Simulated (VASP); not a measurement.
Wanted: the native input for a VASP 6.6.1 run.

```yaml
Task: single point
Functional: LDA
Potentials_or_basis: VASP PAW LDA potentials, release 64 (Mo_sv, S)
Cutoff: 520 eV
k_mesh: 8 × 8 × 4
Occupations: gaussian, width 0.2 eV
Spin: no spin polarisation
Dipole_correction: no
Further_INCAR_settings: ALGO = Normal; EDIFF = 1e-06; NBANDS = 20
```

The structure of MoS2 lies in POSCAR:

```
MoS2
1.0
    3.2274650000      0.0000000000      0.0000000000
   -1.6137320000      2.7950660000      0.0000000000
    0.0000000000      0.0000000000      6.3124730000
Mo S
1 2
Direct
    0.0000000000      0.0000000000      0.5000000000
    0.3333333333      0.6666666667      0.2553190000
    0.6666666667      0.3333333333      0.7446810000
```

The input as run:

INCAR

```
SYSTEM = MoS2
PREC = Accurate
ENCUT = 520
EDIFF = 1E-6
ISMEAR = 0
SIGMA = 0.2
LREAL = .FALSE.
LASPH = .TRUE.
NELM = 100
ALGO = Normal
ISIF = 2
LWAVE = .FALSE.
LCHARG = .FALSE.
GGA = CA
NBANDS = 20
```

KPOINTS

```
regular mesh
0
G
  8 8 4
  0 0 0
```

Potentials or basis: VASP PAW LDA potentials, release 64 (Mo_sv, S).

Launch:

```sh
$ cat potpaw_LDA.64/Mo_sv/POTCAR potpaw_LDA.64/S/POTCAR > POTCAR
$ mpirun -np 1 vasp_std > vasp.out
```

Results of the run:

- Pressure: -5.8 GPa
- Largest force: 0.142 eV/Å
- Band gap on the k mesh: zero (bands 13 and 14 overlap by 0.54 eV)

Caveat: the cell stands under tension.

It took 38 s on 1 thread of Intel Xeon 8259CL, with other jobs on the host, peak memory 0.17 GiB.
